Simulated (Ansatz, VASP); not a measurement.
**Two plane-wave programs on Mg5O**

```
CELL_PARAMETERS angstrom
3.15042 0.00000 0.00000
-1.57521 2.72835 0.00000
0.00000 0.00000 25.59121
ATOMIC_POSITIONS crystal
Mg 0.33333 0.66667 0.45186
Mg 0.66667 0.33333 0.54814
Mg 0.33333 0.66667 0.64923
Mg 0.66667 0.33333 0.75000
Mg 0.33333 0.66667 0.04814
Mg 0.66667 0.33333 0.95186
Mg 0.33333 0.66667 0.85077
Mg 0.66667 0.33333 0.35077
Mg 0.33333 0.66667 0.25000
Mg 0.66667 0.33333 0.14923
O 0.00000 0.00000 0.50000
O 0.00000 0.00000 0.00000
```

Alike in both runs: functional PBE; k mesh 6 × 6 × 1; occupations gaussian, width 0.2 eV; no spin polarisation.

Ansatz relaxed the structure, and its values are those at the end. VASP's run is a single point on that final structure, the one shown.

|  | VASP | Ansatz |
| --- | --- | --- |
| version | VASP 6.6.1 | Ansatz 0.2.0 |
| potentials or method | VASP PAW PBE potentials, release 64 (Mg, O), cutoff 520 eV | scalar-relativistic, plane waves, PAW |
| valence electrons in the cell | 32 | 112 |

|  | VASP | Ansatz | Ansatz less VASP |
| --- | --- | --- | --- |
| gap on the k mesh at the Fermi level (eV) | none | none | - |
| pressure (GPa) | -0.1 | 0.1 | +0.23 |
| rms of the force components (eV/Å) | 0.005 | 0.000 | -0.0042 |

A gap of «none» marks a metal or a gap that the smearing closes. VASP's potentials hold 32 valence electrons a cell and Ansatz's 112, so a difference there can come from the potentials and not from the codes.

The k mesh is coarse, so the values compare programs but aren't converged.
